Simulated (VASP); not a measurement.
Input of a VASP 6.6.1 run:

INCAR

```
SYSTEM = NaLiICl
PREC = Accurate
ENCUT = 520
EDIFF = 1E-7
ISMEAR = 0
SIGMA = 0.05
LREAL = .False.
LASPH = .True.
NELM = 80
ALGO = Normal
ISIF = 2
LWAVE = .False.
LCHARG = .False.
GGA = CA
NBANDS = 20
```

The input KPOINTS:

```
Automatic mesh
0
Gamma
  6 6 4
  0 0 0
```

Contents of POSCAR:

```
NaLiICl
1.0
    4.0916360000      0.0000000000      0.0000000000
    0.0000000000      4.0916360000      0.0000000000
    0.0000000000      0.0000000000      6.7125715200
Na Li I Cl
1 1 1 1
Direct
    0.5000000000      0.5000000000      0.5000000000
    0.0000000000      0.0000000000      0.0000000000
    0.5000000000      0.5000000000      0.0000000000
    0.0000000000      0.0000000000      0.5000000000
```

Potentials or basis: VASP PAW LDA potentials, release 64 (Na_pv, Li_sv, I, Cl).

Launch:

```bash
$ cat potpaw_LDA.64/Na_pv/POTCAR potpaw_LDA.64/Li_sv/POTCAR potpaw_LDA.64/I/POTCAR potpaw_LDA.64/Cl/POTCAR > POTCAR
$ mpirun -np 1 vasp_std > vasp.out
```

**Question.** What does it give for the band gap on the k mesh?

**Answer.** 3.59 eV, indirect (least direct gap 3.96 eV).

Caveat: the cell differs from its parent crystal (strain +0.000 along x and y, +0.080 along z); spin-orbit coupling is left out, which moves the levels of the heavy elements. A k mesh can miss the band edges.
